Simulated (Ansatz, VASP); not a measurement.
## Two plane-wave programs on Ir3Rh2

The input INCAR:

```
PREC = Accurate ; ENCUT = 520
EDIFF = 1E-6 ; ISMEAR = 0
SIGMA = 0.1 ; LREAL = F
LASPH = T ; NELM = 150
ALGO = Normal ; ISIF = 2
LWAVE = F ; LCHARG = T
ISPIN = 2 ; MAGMOM = 1 1 1 1 1 1 1 1 1 1
LORBIT = 11 ; LMAXMIX = 4
GGA = PE ; LELF = T
LVHAR = T ; NBANDS = 72
```

KPOINTS

```
Automatic mesh
0
Gamma
  6 6 1
```

Contents of POSCAR:

```
Ir3Rh2
1.0
    2.7583578374      0.0000000000      0.0000000000
   -1.3791789187      2.3888079599      0.0000000000
    0.0000000000      0.0000000000     21.9021951443
Ir Rh
6 4
Direct
    0.3333333333      0.6666666667      0.7500000000
    0.3333333333      0.6666666667      0.1499776643
    0.3333333333      0.6666666667      0.3500223357
    0.6666666667      0.3333333333      0.8500223357
    0.6666666667      0.3333333333      0.2500000000
    0.6666666667      0.3333333333      0.6499776643
    0.3333333333      0.6666666667      0.9496278281
    0.3333333333      0.6666666667      0.5503721719
    0.6666666667      0.3333333333      0.0503721719
    0.6666666667      0.3333333333      0.4496278281
```

Input for Ansatz:

```yaml
crystal:
  lattice:
    - [2.7583578374, 0.0, 0.0]
    - [-1.3791789187, 2.3888079599, 0.0]
    - [0.0, 0.0, 21.9021951443]
  atoms:
    - { symbol: Ir, position: [0.3333333333, 0.6666666667, 0.75], spin: 1.0 }
    - { symbol: Ir, position: [0.3333333333, 0.6666666667, 0.1499776643], spin: 1.0 }
    - { symbol: Ir, position: [0.3333333333, 0.6666666667, 0.3500223357], spin: 1.0 }
    - { symbol: Ir, position: [0.6666666667, 0.3333333333, 0.8500223357], spin: 1.0 }
    - { symbol: Ir, position: [0.6666666667, 0.3333333333, 0.25], spin: 1.0 }
    - { symbol: Ir, position: [0.6666666667, 0.3333333333, 0.6499776643], spin: 1.0 }
    - { symbol: Rh, position: [0.3333333333, 0.6666666667, 0.9496278281], spin: 1.0 }
    - { symbol: Rh, position: [0.3333333333, 0.6666666667, 0.5503721719], spin: 1.0 }
    - { symbol: Rh, position: [0.6666666667, 0.3333333333, 0.0503721719], spin: 1.0 }
    - { symbol: Rh, position: [0.6666666667, 0.3333333333, 0.4496278281], spin: 1.0 }
basis:
  ecutwfc: 420
kpoints:
  mp_grid: { grid: [6, 6, 1] }
hamiltonian:
  xc: pbe
scf:
  occupations: { method: gaussian, width: 0.1 }
  lower_state_search: "off"
output:
  forces: true
  stress: true
  eigenvalues: true
  populations: true
magnetization:
  spin_polarized: true
```

Alike in both runs: task single point; functional PBE; k mesh 6 × 6 × 1; occupations gaussian, width 0.1 eV; collinear spin.

|  | VASP | Ansatz |
| --- | --- | --- |
| version | VASP 6.6.1 | Ansatz 0.2.0 |
| potentials or method | VASP PAW PBE potentials, release 64 (Ir, Rh_pv), cutoff 520 eV | scalar-relativistic, plane waves, PAW |
| valence electrons in the cell | 114 | 170 |

|  | VASP | Ansatz | Ansatz less VASP |
| --- | --- | --- | --- |
| gap on the k mesh at the Fermi level (eV) | none | none | - |
| pressure (GPa) | 0.2 | -0.2 | -0.42 |
| traceless stress, the component that is largest in VASP (GPa) | -0.08 | -0.15 | -0.070 |
| rms of the force components (eV/Å) | 0.004 | 0.008 | +0.0036 |
| net moment per atom (μB) | 0.00 | 0.00 | 0.000 |

Atom by atom the forces differ by 0.012 eV/Å (rms over components). A gap of «none» marks a metal or a gap that the smearing closes. VASP's potentials hold 114 valence electrons a cell and Ansatz's 170, so a difference there can come from the potentials and not from the codes. Ansatz's warnings: seeded moment not kept.

The k mesh is coarse, so the values compare programs but aren't converged. Neither program's run includes spin-orbit coupling.
